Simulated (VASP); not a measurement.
Bi: electric field gradients with PBEsol

The system is Bi.

```
Bi
1.0
     2.27300    1.31232    3.95400
    -2.27300    1.31232    3.95400
     0.00000   -2.62463    3.95400
Bi
2
Direct
  0.23389 0.23389 0.23389
  0.76611 0.76611 0.76611
```

- Program: VASP 6.6.1
- Task: electric field gradients
- Functional: PBEsol
- Potentials or basis: VASP PAW PBE potentials, release 64 (Bi_d)
- Cutoff: 520 eV
- k mesh: 10 × 10 × 10
- Occupations: fermi-dirac, width 0.03 eV
- Spin: no spin polarisation
- Dipole correction: no
- Further INCAR settings: ALGO = Normal; EDIFF = 1e-08; NBANDS = 22

```json
{
  "Pressure": "-0.7 GPa",
  "Largest force": "0.118 eV/Å",
  "Band gap on the k mesh": "zero (bands 15 and 16 overlap by 0.22 eV)",
  "Largest electric field gradient by atom": "Bi -28.5 V/Å²"
}
```

Forces in eV/Å, atoms in the order of the input:
```
Bi   0.000  0.000  0.118
Bi   0.000  0.000 -0.118
```

Levels at points of the mesh, in eV from the Fermi level:
| k point | band 12 | band 13 | band 14 | band 15 | band 16 | band 17 | band 18 | band 19 |
| --- | --- | --- | --- | --- | --- | --- | --- | --- |
| (0.00, 0.00, 0.00) | -7.45 | -1.42 | -1.15 | -1.15 | 2.52 | 3.00 | 3.00 | 5.67 |
| (0.50, 0.00, 0.00) | -10.47 | -1.29 | -1.13 | -0.23 | -0.23 | 0.58 | 1.08 | 7.48 |
| (0.50, 0.50, 0.00) | -9.42 | -4.63 | -2.96 | -2.84 | 2.37 | 4.97 | 5.46 | 6.78 |
| (0.50, 0.50, 0.50) | -9.86 | -0.92 | -0.55 | -0.55 | 0.74 | 0.74 | 0.78 | 6.98 |

Electric field gradients, principal values (V/Å²):
| atom | least | middle | greatest (by size) |
| --- | --- | --- | --- |
| 1 Bi | 14.240 | 14.240 | -28.479 |
| 2 Bi | 14.240 | 14.240 | -28.479 |

Run time: 95 s on 1 thread of Intel(R) Xeon(R) Platinum 8488C (Sapphire Rapids) (shared host), peak memory 0.29 GiB.

Caveat: without QUAD_EFG the Cq values of the log hold for a quadrupole moment of 1 mb, not for the nuclei; the PAW data sets were made with another functional, which shifts forces and pressure a little; spin-orbit coupling is left out, which moves the levels of the heavy elements.
